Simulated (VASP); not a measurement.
# NdHf (P4/nmm) in VASP: vibrations by perturbation theory with PBE

Aim: the vibrations by perturbation theory of NdHf with PBE.

Program: VASP 6.6.1. These are calculated values, not measurements. Logs are shortened: lines on timing, memory, paths and dates and some standing lists are left out, and cuts for length are marked.

## (1) The cell of the first run

The structure is tetragonal, space group P4/nmm (No. 129). Conventional cell: a = 3.312 Å, b = 3.312 Å, c = 10.246 Å, α = 90.00°, β = 90.00°, γ = 90.00°. Within 4.4 Å of Nd (site symmetry 4mm) lie 8 Nd at 3.31 to 3.87 Å and 4 Hf at 3.47 Å. Within 4.1 Å of Hf (site symmetry 4mm) lie 8 Hf at 3.11 to 3.31 Å and 4 Nd at 3.47 Å.

## (2) Vibrations by perturbation theory, PBE

INCAR

```
ALGO     = Normal         # electronic algorithm
EDIFF    = 1E-8           # SCF threshold, eV
ENCUT    = 500            # plane-wave cutoff, eV
GGA      = PE             # functional
GGA_COMPAT= F            
IBRION   = 8              # ionic algorithm
ISIF     = 2              # what is computed and relaxed
ISMEAR   = 0              # smearing method
LASPH    = T              # aspherical terms in the spheres
LCHARG   = T              # write CHGCAR
LMAXMIX  = 6              # l up to which the mixer works
LREAL    = F              # projectors in reciprocal space
LWAVE    = F              # write WAVECAR
NELM     = 200            # most SCF steps
NSW      = 1              # ionic steps
PREC     = Accurate       # precision mode
SIGMA    = 0.1            # smearing width, eV
```

KPOINTS

```
k-points
0
Gamma
  10 10 4
```

POSCAR

```
NdHf
1.0
    3.3116484020      0.0000000000      0.0000000000
    0.0000000000      3.3116484020      0.0000000000
    0.0000000000      0.0000000000     10.2456433265
Nd Hf
2 2
Direct
    0.0000000000      0.5000000000      0.1502772185
    0.5000000000      0.0000000000      0.8497227815
    0.0000000000      0.5000000000      0.5995916191
    0.5000000000      0.0000000000      0.4004083809
```

Potentials or basis: VASP PAW PBE potentials, release 64 (Nd_3, Hf_pv), 4f in core.

Launch:

```console
> cat potpaw_PBE.64/Nd_3/POTCAR potpaw_PBE.64/Hf_pv/POTCAR > POTCAR
> mpirun -np 1 vasp_std > vasp.out
```

OUTCAR:

```text
EDIFF = 1E-8
   ENCUT = 500
   GGA = PE
   IBRION = 8
   ISIF = 2
   ISMEAR = 0
   LASPH = T
   LREAL = F
   NELM = 200
   NSW = 1
   PREC = Accurate

 ion  position               nearest neighbor table
   1  0.000  0.500  0.150-   4 3.47   4 3.47   4 3.47   4 3.47
   2  0.500  0.000  0.850-   3 3.47   3 3.47   3 3.47   3 3.47
   3  0.000  0.500  0.600-   4 3.11   4 3.11   4 3.11   4 3.11   2 3.47   2 3.47   2 3.47   2 3.47

   4  0.500  0.000  0.400-   3 3.11   3 3.11   3 3.11   3 3.11   1 3.47   1 3.47   1 3.47   1 3.47

  LATTYP: Found a simple tetragonal cell.
 ALAT       =     3.3116484020
 C/A-ratio  =     3.0938197788

  Lattice vectors:

 A1 = (   3.3116484020,   0.0000000000,   0.0000000000)
 A2 = (   0.0000000000,   3.3116484020,   0.0000000000)
 A3 = (   0.0000000000,   0.0000000000,  10.2456433265)

Analysis of symmetry for initial positions (statically):
=====================================================================
 Subroutine PRICEL returns:
 Original cell was already a primitive cell.

 Routine SETGRP: Setting up the symmetry group for a
 simple tetragonal supercell.

 Subroutine GETGRP returns: Found 16 space group operations
 (whereof  8 operations were pure point group operations)
 out of a pool of 16 trial point group operations.

The static configuration has the point symmetry D_2d.
 The point group associated with its full space group is D_4h.

Analysis of symmetry for dynamics (positions and initial velocities):
=====================================================================
 Subroutine PRICEL returns:
 Original cell was already a primitive cell.

 Routine SETGRP: Setting up the symmetry group for a
 simple tetragonal supercell.

 Subroutine GETGRP returns: Found 16 space group operations
 (whereof  8 operations were pure point group operations)
 out of a pool of 16 trial point group operations.

The dynamic configuration has the point symmetry D_2d.
 The point group associated with its full space group is D_4h.

 Subroutine INISYM returns: Found 16 space group operations
 (whereof  8 operations are pure point group operations),
 and found     1 'primitive' translations

----------------------------------------------------------------------------------------

                                     Primitive cell

  volume of cell :     112.3641

  direct lattice vectors                    reciprocal lattice vectors
     3.311648402  0.000000000  0.000000000     0.301964423  0.000000000  0.000000000
     0.000000000  3.311648402  0.000000000     0.000000000  0.301964423  0.000000000
     0.000000000  0.000000000 10.245643326     0.000000000  0.000000000  0.097602461

  length of vectors
     3.311648402  3.311648402 10.245643326     0.301964423  0.301964423  0.097602461

  position of ions in fractional coordinates (direct lattice)
     0.000000000  0.500000000  0.150277219
     0.500000000  0.000000000  0.849722781
     0.000000000  0.500000000  0.599591619
     0.500000000  0.000000000  0.400408381

  ion indices of the primitive-cell ions
   primitive index   ion index
                 1           1
                 2           2
                 3           3
                 4           4

----------------------------------------------------------------------------------------

 KPOINTS: k-points

Automatic generation of k-mesh.
 Grid dimensions read from file:
 generate k-points for:   10   10    4

 Generating k-lattice:

  Cartesian coordinates                     Fractional coordinates (reciprocal lattice)
     0.030196442  0.000000000  0.000000000     0.100000000  0.000000000  0.000000000
[... 83 lines left out ...]
   LORBIT       =      0    0 simple, 1 ext, 2 COOP (PROOUT), +10 PAW based schemes
   GGA     = PE    functional components
   LHFCALC =     F    Hartree Fock is set to
   AEXX    =    0.0000 exact exchange contribution
   IVDW    =     0    specifies the selected vdW correction
   LEPSILON=     F    determine dielectric tensor
   LRPA    =     F    only Hartree local field effects (RPA)
 non-spin polarized calculation
 Gauss-broadening in eV      SIGMA  =   0.10
  energy-cutoff  :      500.00
  volume of cell :      112.36
 maximum number of plane-waves:      2888
   NGX = 13   NGY = 13   NGZ = 37

--------------------------------------- Ionic step        1  -------------------------------------------

 number of electron      42.0000001 magnetization

 Free energy of the ion-electron system (eV)
  ---------------------------------------------------
  ext. energy  EPLUGINS =         0.00000000
  ---------------------------------------------------
  free energy    TOTEN  =       -28.70460048 eV

  energy without entropy =      -28.67126046  energy(sigma->0) =      -28.68793047

 E-fermi :   4.0136     XC(G=0): -10.4276

 val. band max:        4.0032563462   @ k =   0.4000   0.2000   0.0000
 cond. band min:       4.0180402118   @ k =   0.4000   0.4000   0.0000
 fundamental gap:      0.0147838656
 Fermi energy:         4.0135997793

 k-point     1 :       0.0000    0.0000    0.0000
  band No.  band energies     occupation
      1     -33.6883      2.00000
      2     -33.6446      2.00000
      3     -26.8377      2.00000
      4     -26.6215      2.00000
      5     -26.6215      2.00000
      6     -26.4752      2.00000
[... 661 lines left out ...]
     24       4.9789      0.00000
     25       5.2491      0.00000

 [... further k-points ...]

------------------------ aborting loop because EDIFF is reached ----------------------------------------

  FORCE on cell =-STRESS in cart. coord.  units (eV):
  Direction    XX          YY          ZZ          XY          YZ          ZX
  --------------------------------------------------------------------------------------
  -------------------------------------------------------------------------------------
  Total        0.0301709      0.0301709      0.1622852      0.0000000      0.0000000      0.0000000
  in kB        0.4302011      0.4302011      2.3139920      0.0000000      0.0000000      0.0000000
  external PRESSURE =       1.0581314 kB  Pullay stress =       0.0000000 kB

 VOLUME and BASIS-vectors are now :
 -----------------------------------------------------------------------------
  energy-cutoff  :      500.00
  volume of cell :      112.36
      direct lattice vectors                 reciprocal lattice vectors
     3.311648402  0.000000000  0.000000000     0.301964423  0.000000000  0.000000000
     0.000000000  3.311648402  0.000000000     0.000000000  0.301964423  0.000000000
     0.000000000  0.000000000 10.245643326     0.000000000  0.000000000  0.097602461

 POSITION                                       TOTAL-FORCE (eV/Angst)
 -----------------------------------------------------------------------------------
      0.00000      1.65582      1.53969         0.000000      0.000000     -0.028459
      1.65582      0.00000      8.70596        -0.000000     -0.000000      0.028459
      0.00000      1.65582      6.14320         0.000000      0.000000     -0.082404
      1.65582      0.00000      4.10244        -0.000000     -0.000000      0.082404
 -----------------------------------------------------------------------------------
    total drift:                                0.000000      0.000000      0.000000

  FREE ENERGIE OF THE ION-ELECTRON SYSTEM (eV)
  ---------------------------------------------------
  free  energy   TOTEN  =       -28.7046004802 eV

  energy  without entropy=      -28.6712604632  energy(sigma->0) =      -28.68793047

[... ionic steps 2 to 9 ...]

--------------------------------------- Ionic step       10  -------------------------------------------

------------------------ aborting loop because EDIFF is reached ----------------------------------------

[... ionic steps 11 to 11 ...]

--------------------------------------- Ionic step       12  -------------------------------------------

 Free energy of the ion-electron system (eV)
  ---------------------------------------------------
  ---------------------------------------------------
  free energy    TOTEN  =        -0.26542958 eV

  energy without entropy =       -0.26542646

------------------------ aborting loop because EDIFF is reached ----------------------------------------

 INTERNAL STRAIN TENSOR  FOR ION    3  DIRECTION 3   (eV/Angst):
 -----------------------------------------------------------------------------
    -2.38350  0.00000  0.00000
     0.00000 -2.38350  0.00000
     0.00000  0.00000 -6.46524

 INTERNAL STRAIN TENSOR FOR ION    4 for displacements in x,y,z  (eV/Angst):
          X           Y           Z          XY          YZ          ZX
  --------------------------------------------------------------------------------
  x     0.00000     0.00000     0.00000     0.00000     0.00000     2.95060
  y     0.00000     0.00000     0.00000     0.00000     4.72568     0.00000
  z     2.38350     2.38350     6.46524     0.00000     0.00000     0.00000

 SECOND DERIVATIVES (NOT SYMMETRIZED)
 ------------------------------------
               1X          1Y          1Z          2X          2Y          2Z          3X          3Y          3Z          4X          4Y          4Z
  1X    -1.416295    0.000000    0.000000    0.382632    0.000000    0.000000   -0.049177    0.000000    0.000000    1.082841    0.000000    0.000000
  1Y     0.000000   -1.416295    0.000000    0.000000    0.382632    0.000000    0.000000   -0.049177    0.000000    0.000000    1.082841    0.000000
  1Z     0.000000    0.000000   -3.062726    0.000000    0.000000    0.918737    0.000000    0.000000    0.749380    0.000000    0.000000    1.394608
  2X     0.382632    0.000000    0.000000   -1.416295    0.000000    0.000000    1.082841    0.000000    0.000000   -0.049177    0.000000    0.000000
  2Y     0.000000    0.382632    0.000000    0.000000   -1.416295    0.000000    0.000000    1.082841    0.000000    0.000000   -0.049177    0.000000
  2Z     0.000000    0.000000    0.918737    0.000000    0.000000   -3.062726    0.000000    0.000000    1.394608    0.000000    0.000000    0.749380
  3X    -0.052837    0.000000    0.000000    1.104896    0.000000    0.000000   -3.862809    0.000000    0.000000    2.810749    0.000000    0.000000
  3Y     0.000000   -0.052837    0.000000    0.000000    1.104896    0.000000    0.000000   -3.862809    0.000000    0.000000    2.810749    0.000000
  3Z     0.000000    0.000000    0.735859    0.000000    0.000000    1.407824    0.000000    0.000000   -5.811277    0.000000    0.000000    3.667595
  4X     1.104896    0.000000    0.000000   -0.052837    0.000000    0.000000    2.810749    0.000000    0.000000   -3.862809    0.000000    0.000000
  4Y     0.000000    1.104896    0.000000    0.000000   -0.052837    0.000000    0.000000    2.810749    0.000000    0.000000   -3.862809    0.000000
  4Z     0.000000    0.000000    1.407824    0.000000    0.000000    0.735859    0.000000    0.000000    3.667595    0.000000    0.000000   -5.811277

 Eigenvectors and eigenvalues of the dynamical matrix
 ----------------------------------------------------

   1 f  =    3.624440 THz    22.773028 2PiTHz  120.898306 cm-1    14.989473 meV
             X         Y         Z           dx          dy          dz
      0.000000  1.655824  1.539687    -0.000000   -0.000000    0.109659
      1.655824  0.000000  8.705957     0.000000    0.000000   -0.109659
      0.000000  1.655824  6.143202    -0.000000   -0.000000    0.698552
      1.655824  0.000000  4.102441     0.000000    0.000000   -0.698552
[... 71 lines left out ...]
  12 f/i=    0.007842 THz     0.049271 2PiTHz    0.261569 cm-1     0.032430 meV
             X         Y         Z           dx          dy          dz
      0.000000  1.655824  1.539687     0.474928    0.009763    0.000000
      1.655824  0.000000  8.705957     0.474928    0.009763    0.000000
      0.000000  1.655824  6.143202     0.523672    0.010765    0.000000
      1.655824  0.000000  4.102441     0.523672    0.010765    0.000000

--------------------------------------------------------------------------------------------------------

 ELASTIC MODULI CONTR FROM IONIC RELAXATION (kBar)
 Direction    XX          YY          ZZ          XY          YZ          ZX
 --------------------------------------------------------------------------------
 XX         -36.1273    -36.1273    -91.5686      0.0000      0.0000      0.0000
 YY         -36.1273    -36.1273    -91.5686      0.0000      0.0000      0.0000
 ZZ         -91.5686    -91.5686   -233.1167      0.0000      0.0000      0.0000
 XY           0.0000      0.0000      0.0000      0.0000      0.0000      0.0000
 YZ           0.0000      0.0000      0.0000      0.0000   -161.2248      0.0000
 ZX           0.0000      0.0000      0.0000      0.0000      0.0000    -65.0952
 --------------------------------------------------------------------------------
```

It took 33 min on 1 thread of Intel Xeon Platinum 8259CL at 2.50GHz (Skylake/Cascade Lake), shared host; peak memory 0.84 GiB.

What came out:

* Highest phonon frequency at Γ: 121 cm⁻¹

Phonon frequencies in cm⁻¹ (negative: imaginary):
```
              q point                          frequencies
(0.000, 0.000, 0.000)  0 0 0 54 54 60 60 85 86 103 103 121
```

Caveat: spin-orbit coupling is left out, which moves the levels of the heavy elements; the 4f electrons are frozen in the core, so they carry no moment and show no levels. Spin polarisation is off, so any magnetic state and its effect on volume and gap are missing.
